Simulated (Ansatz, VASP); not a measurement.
# One calculation of W3C, two programs

```xyz
4
Lattice="2.8546 0.0000 0.0000 -1.4273 2.4722 0.0000 0.0000 0.0000 21.6971" Properties=species:S:1:pos:R:3 pbc="T T T"
W     1.4273    0.8241    4.0000
W     0.0000    1.6481    6.3486
W     0.0000    0.0000    8.6971
C     2.3788   -1.3734   12.8271
```

Alike in both runs: task single point; functional PBE; k mesh 9 × 9 × 1; occupations gaussian, width 0.1 eV; no spin polarisation.

|  | VASP | Ansatz |
| --- | --- | --- |
| version | VASP 6.6.1 | Ansatz 0.2.0 |
| potentials or method | VASP PAW PBE potentials, release 64 (W_sv, C), cutoff 520 eV | scalar-relativistic, plane waves, PAW |
| valence electrons in the cell | 46 | 46 |

|  | VASP | Ansatz | Ansatz less VASP |
| --- | --- | --- | --- |
| gap on the k mesh at the Fermi level (eV) | none | none | - |
| rms of the force components (eV/Å) | 0.104 | 0.098 | -0.0063 |
| work function, face that differs most (eV) | 5.98 | 5.99 | +0.004 |

Atom by atom the forces differ by 0.009 eV/Å (rms over components). A gap of «none» marks a metal or a gap that the smearing closes. Ansatz's warnings: vacuum density over bound.

Neither program's run includes spin-orbit coupling.
